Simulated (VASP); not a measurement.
Bi: single point with LDA

Crystal: Bi.

```xyz
2
Lattice="3.2384 0.0000 0.0000 0.0000 3.2216 0.0000 -0.0805 0.0000 6.4439" Properties=species:S:1:pos:R:3 pbc="T T T"
Bi    1.7022    0.0000    4.8302
Bi    1.4558    0.0000    1.6137
```

* Program: VASP 6.6.1
* Task: single point
* Functional: LDA
* Potentials or basis: VASP PAW LDA potentials, release 64 (Bi_d)
* Cutoff: 520 eV
* k mesh: 8 × 8 × 4
* Occupations: fermi-dirac, width 0.05 eV
* Spin: no spin polarisation

```
Pressure               : -1.7 GPa
Largest force          : 0.017 eV/Å
Band gap on the k mesh : zero (band 15 reaches 10.44 eV, above the bottom of band 16 at 4.16 eV)
```

Forces in eV/Å, atoms in the order of the input:
```
Bi  -0.009  0.000 -0.014
Bi   0.009  0.000  0.014
```

Stress tensor (GPa, compression positive):
```
-1.84  0.00 -0.10
 0.00 -1.10  0.00
-0.10  0.00 -2.06
```

Levels at points of the mesh, in eV from the Fermi level:
```csv
k point,band 12,band 13,band 14,band 15,band 16,band 17,band 18,band 19
"(0.00, 0.00, 0.00)",-11.26,-5.03,3.20,3.25,3.27,4.81,5.20,6.59
"(0.50, 0.00, 0.00)",-9.40,-4.99,-3.20,-3.06,2.43,5.19,5.47,7.15
"(0.00, 0.50, 0.00)",-9.30,-5.04,-3.14,-3.12,2.78,5.15,5.20,6.85
"(0.50, 0.50, 0.00)",-7.41,-3.15,-3.08,-1.42,-1.39,-1.25,2.81,5.00
"(0.00, 0.00, 0.50)",-12.44,-1.81,-1.78,3.89,3.98,4.08,4.10,7.71
"(0.50, 0.00, 0.50)",-10.52,-4.30,-4.28,0.18,0.28,5.43,5.48,6.02
"(0.00, 0.50, 0.50)",-10.48,-4.27,-4.25,0.21,0.25,5.48,5.48,5.88
"(0.50, 0.50, 0.50)",-8.56,-2.43,-2.41,-2.40,-2.38,2.14,2.25,3.50
```

Wall time 67 s on 1 thread of Intel(R) Xeon(R) Platinum 8488C (Sapphire Rapids), with other jobs on the host, peak memory 0.19 GiB.

Caveat: spin-orbit coupling is left out, which moves the levels of the heavy elements.
